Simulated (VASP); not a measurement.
# Ru (Fm-3m) in VASP: settings compared, part 2 of 2

VASP 6.6.1. The steps go on from the part before.

### 3 Single point, PBE+D4

This run uses another cell than the first one, of 14.05 Å³/atom.

INCAR reads:

```
SYSTEM = Ru
PREC = Accurate
ENCUT = 520
EDIFF = 1E-6
ISMEAR = -5
SIGMA = 0.1
LREAL = .FALSE.
LASPH = .TRUE.
NELM = 100
ALGO = Normal
ISIF = 2
LWAVE = .FALSE.
LCHARG = .FALSE.
GGA = PE
IVDW = 13
NBANDS = 13
```

KPOINTS reads:

```
regular mesh
0
G
  12 12 12
  0 0 0
```

POSCAR reads:

```
Ru
1.0
    0.0000000000      1.9150000000      1.9150000000
    1.9150000000      0.0000000000      1.9150000000
    1.9150000000      1.9150000000      0.0000000000
Ru
1
Direct
    0.0000000000      0.0000000000      0.0000000000
```

Potentials or basis: VASP PAW PBE potentials, release 64 (Ru_pv).

Command:

```console
$ cat potpaw_PBE.64/Ru_pv/POTCAR > POTCAR
$ mpirun -np 1 vasp_std > vasp.out
```

OUTCAR:

```text
SYSTEM = Ru
   PREC = Accurate
   ENCUT = 520
   EDIFF = 1E-6
   ISMEAR = -5
   LREAL = .FALSE.
   LASPH = .TRUE.
   NELM = 100
   ISIF = 2
   GGA = PE
   IVDW = 13

 ion  position               nearest neighbor table
   1  0.000  0.000  0.000-

  LATTYP: Found a face centered cubic cell.
 ALAT       =     3.8300000000

  Lattice vectors:

 A1 = (   0.0000000000,   1.9150000000,   1.9150000000)
 A2 = (   1.9150000000,   0.0000000000,   1.9150000000)
 A3 = (   1.9150000000,   1.9150000000,   0.0000000000)

Analysis of symmetry for initial positions (statically):
=====================================================================
 Subroutine PRICEL returns:
 Original cell was already a primitive cell.

 Routine SETGRP: Setting up the symmetry group for a
 face centered cubic supercell.

 Subroutine GETGRP returns: Found 48 space group operations
 (whereof 48 operations were pure point group operations)
 out of a pool of 48 trial point group operations.

The static configuration has the point symmetry O_h .

Analysis of symmetry for dynamics (positions and initial velocities):
=====================================================================
 Subroutine PRICEL returns:
 Original cell was already a primitive cell.

 Routine SETGRP: Setting up the symmetry group for a
 face centered cubic supercell.

 Subroutine GETGRP returns: Found 48 space group operations
 (whereof 48 operations were pure point group operations)
 out of a pool of 48 trial point group operations.

The dynamic configuration has the point symmetry O_h .

 Subroutine INISYM returns: Found 48 space group operations
 (whereof 48 operations are pure point group operations),
 and found     1 'primitive' translations

----------------------------------------------------------------------------------------

                                     Primitive cell

  volume of cell :      14.0455

[... 115 lines left out ...]
   AEXX    =    0.0000 exact exchange contribution
   IVDW    =    13    specifies the selected vdW correction
   LEPSILON=     F    determine dielectric tensor
   LRPA    =     F    only Hartree local field effects (RPA)
 non-spin polarized calculation
 Fermi weights with tetrahedron method with Bloechl corrections
  energy-cutoff  :      520.00
  volume of cell :       14.05
 maximum number of plane-waves:       388
   NGX =  9   NGY =  9   NGZ =  9

 number of electron      13.9999998 magnetization

 Free energy of the ion-electron system (eV)
  ---------------------------------------------------
  ext. energy  EPLUGINS =         0.00000000
  ---------------------------------------------------
  free energy    TOTEN  =        -9.11844825 eV

  energy without entropy =       -9.11844825  energy(sigma->0) =       -9.11844825

 E-fermi :  12.1370     XC(G=0): -13.9111

 val. band max:       12.2668275306   @ k =   0.4167   0.0000   0.0000
 cond. band min:      12.1713157255   @ k =   0.2500   0.0000   0.0000
 fundamental gap:     -0.0955118050
 Fermi energy:        12.1369743445

 k-point     1 :       0.0000    0.0000    0.0000
  band No.  band energies     occupation
      1     -30.2918      2.00000
      2     -30.2918      2.00000
      3     -30.2918      2.00000
      4       4.4420      2.00000
      5       9.6868      2.00000
      6       9.6868      2.00000
      7       9.6868      2.00000
      8      12.0095      2.00000
      9      12.0095      2.00000
     10      22.6959      0.00000
     11      27.2255      0.00000
     12      32.7826      0.00000
     13      32.7826      0.00000
[... 354 lines left out ...]
  band No.  band energies     occupation
      1     -31.1561      2.00000
      2     -30.5953      2.00000
      3     -30.4560      2.00000
      4       7.1134      2.00000
      5       8.8780      2.00000
      6      10.3058      2.00000
      7      10.6709      2.00000
      8      13.4176      0.00000
      9      17.0376      0.00000
     10      21.7705      0.00000
     11      22.6984      0.00000
     12      27.9768      0.00000
     13      30.8291      0.00000

 [... further k-points ...]

------------------------ aborting loop because EDIFF is reached ----------------------------------------

  DFT-D4 for vdW energy calculation

  Edisp (eV):   -0.50857

  FORCE on cell =-STRESS in cart. coord.  units (eV):
  Direction    XX          YY          ZZ          XY          YZ          ZX
  --------------------------------------------------------------------------------------
  -------------------------------------------------------------------------------------
  Total      -0.88887    -0.88887    -0.88887    -0.00000    -0.00000     0.00000
  in kB    -101.39456  -101.39456  -101.39456    -0.00000    -0.00000     0.00000
  external pressure =     -101.39 kB  Pullay stress =        0.00 kB

 VOLUME and BASIS-vectors are now :
 -----------------------------------------------------------------------------
  energy-cutoff  :      520.00
  volume of cell :       14.05
      direct lattice vectors                 reciprocal lattice vectors
     0.000000000  1.915000000  1.915000000    -0.261096606  0.261096606  0.261096606
     1.915000000  0.000000000  1.915000000     0.261096606 -0.261096606  0.261096606
     1.915000000  1.915000000  0.000000000     0.261096606  0.261096606 -0.261096606

 POSITION                                       TOTAL-FORCE (eV/Angst)
 -----------------------------------------------------------------------------------
      0.00000      0.00000      0.00000        -0.000000     -0.000000      0.000000
 -----------------------------------------------------------------------------------
    total drift:                               -0.000000     -0.000000     -0.000000

  FREE ENERGIE OF THE ION-ELECTRON SYSTEM (eV)
  ---------------------------------------------------
  free  energy   TOTEN  =        -9.6270193043 eV

  energy  without entropy=       -9.6270193043  energy(sigma->0) =       -9.62701930
```

stdout:

```text
POSCAR found type information on POSCAR Ru
 POSCAR found :  1 types and       1 ions
 scaLAPACK will be used
 LDA part: xc-table for (Slater+PW92), standard interpolation
 POSCAR, INCAR and KPOINTS ok, starting setup
 FFT: planning ... GRIDC
 FFT: planning ... GRID_SOFT
 FFT: planning ... GRID
 WAVECAR not read
 entering main loop
 -----------------------------------------------------------------------------
|                                                                             |
|           W    W    AA    RRRRR   N    N  II  N    N   GGGG   !!!           |
|           W    W   A  A   R    R  NN   N  II  NN   N  G    G  !!!           |
|           W    W  A    A  R    R  N N  N  II  N N  N  G       !!!           |
|           W WW W  AAAAAA  RRRRR   N  N N  II  N  N N  G  GGG   !            |
|           WW  WW  A    A  R   R   N   NN  II  N   NN  G    G                |
|           W    W  A    A  R    R  N    N  II  N    N   GGGG   !!!           |
|                                                                             |
|     Tetrahedron method does not include variations of the Fermi             |
|     occupations, so forces and stress will be inaccurate. We suggest        |
|     using a different smearing scheme ISMEAR = 1 or 2 for metals in         |
|     relaxations.                                                            |
|                                                                             |
 -----------------------------------------------------------------------------
```

Run time: 7.5 s. Hardware: 1 thread of AMD EPYC 9R45 (Zen 5), shared host; peak memory 0.1 GiB.

What came out:

| Item | Value |
| --- | --- |
| Free energy | -9.6270 eV |
| Pressure | -10.1 GPa |
| Band gap on the k mesh | zero (bands 7 and 8 overlap by 3.25 eV) |
| Dispersion energy per atom | -0.509 eV |

Caveat: the cell stands under tension; tetrahedron occupations give inexact forces and stress in metals.

### 4 Single point, PBEsol+D3(BJ), non-collinear spin, zero start, spin-orbit coupling

This run uses another cell than the first one, of 14.05 Å³/atom.

INCAR reads:

```
PREC     = Accurate       # precision mode
ENCUT    = 520            # plane-wave cutoff, eV
EDIFF    = 1E-6           # SCF threshold, eV
ISMEAR   = -1             # smearing method
SIGMA    = 0.05           # smearing width, eV
LREAL    = False          # projectors in reciprocal space
LASPH    = True           # aspherical terms in the spheres
NELM     = 150            # most SCF steps
ALGO     = Normal         # electronic algorithm
ISIF     = 2              # what is computed and relaxed
LWAVE    = False          # write WAVECAR
LCHARG   = True           # write CHGCAR
LNONCOLLINEAR= True           # non-collinear magnetism
MAGMOM   = 0 0 0          # initial moments
LORBIT   = 11             # projections on sites
LSORBIT  = True           # spin-orbit coupling
GGA_COMPAT= False        
LORBMOM  = True         
LMAXMIX  = 4              # l up to which the mixer works
GGA      = PS             # functional
IVDW     = 12             # dispersion correction
LVHAR    = True         
NBANDS   = 25             # bands
```

KPOINTS reads:

```
regular mesh
0
Gamma
  12 12 12
```

POSCAR is that of step 3.

Command:

```console
$ cat potpaw_PBE.64/Ru_pv/POTCAR > POTCAR
$ mpirun -np 1 vasp_ncl > vasp.out
```

Wall time 28 s (1 thread of AMD EPYC 9R45 (Zen 5), shared host); peak memory 0.16 GiB.

The run converged. Its results:

```
Free energy                                           : -10.7443 eV
Pressure                                              : -21.4 GPa
Net moment                                            : 0.00 μB per cell
Valence electrons inside the program's atomic spheres : Ru 12.59
Dispersion energy per atom                            : -0.574 eV
```

Moments on the atoms (μB; x, y, z):
```
Ru  0.00 0.00 0.00
```

Caveat: three body term missing; the cell stands under tension; the PAW data sets were made with another functional, which shifts forces and pressure a little.

### 5 Overview

```tsv
level	potentials or basis	spin	cell	k mesh	smearing	gap on the mesh (eV)	pressure (GPa)
LDA	VASP PAW LDA potentials, release 64 (Ru_pv)	off	a = 2.634 Å, angles 60.0°, 1 atom	8 × 8 × 8	gaussian 0.15 eV	none	6.3
PBE+D4	VASP PAW PBE potentials, release 64 (Ru_pv)	off	a = 2.708 Å, angles 60.0°, 1 atom	12 × 12 × 12	tetrahedron	none	-10.1
PBEsol+D3(BJ)	VASP PAW PBE potentials, release 64 (Ru_pv)	non-collinear, zero start, SOC	a = 2.708 Å, angles 60.0°, 1 atom	12 × 12 × 12	fermi-dirac 0.05 eV	-	-21.4
```

Alike in all rows: task single point; cutoff (eV) 520.

Caveats: some runs use coarse meshes; the cell stands under tension (at least some runs); tetrahedron occupations give inexact forces and stress in metals (at least some runs); three body term missing (at least some runs); the PAW data sets were made with another functional, which shifts forces and pressure a little (at least some runs).

Total energies depend on the potentials used, so only differences within one code and one set of settings carry meaning.

The gap in the log of VASP goes by the Fermi energy; the results here count the filled bands.